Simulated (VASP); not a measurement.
The system is Pd.

```
CELL_PARAMETERS angstrom
0.00000 1.95865 1.95865
1.95865 0.00000 1.95865
1.95865 1.95865 0.00000
ATOMIC_POSITIONS crystal
Pd 0.00000 0.00000 0.00000
```

- Program: VASP 6.6.1
- Task: relaxation of cell and atoms
- Functional: PBEsol
- Potentials or basis: VASP PAW PBE potentials, release 64 (Pd)
- Cutoff: 600 eV
- k mesh: 18 × 18 × 18
- Occupations: gaussian, width 0.1 eV
- Spin: no spin polarisation

At the start: pressure -6.4 GPa; volume 15.03 Å³/atom.

**Question.** How do energy, volume and symmetry change on relaxing?

**Answer.** Over 6 steps the energy falls by 10.6 meV/atom and the volume is 14.52 Å³/atom (-3.4 %); space group Fm-3m (No. 225, to 0.1 Å) before and after.

Step by step:
```tsv
step	energy change (eV)	largest force (eV/Å)	pressure (GPa)	volume (Å³)
1	0.0000	0.0000	-6.43	15.03
2	0.0187	0.0000	12.97	13.75
3	-0.0106	0.0000	-0.10	14.53
4	-0.0106	0.0000	0.06	14.52
5	-0.0106	0.0000	-0.10	14.53
6	-0.0106	0.0000	0.01	14.52
```

Final structure:
```
Pd
1.0
     0.00000    1.93639    1.93639
     1.93639    0.00000    1.93639
     1.93639    1.93639    0.00000
Pd
1
Direct
  0.00000 0.00000 0.00000
```

Caveat: the PAW data sets were made with another functional, which shifts forces and pressure a little.
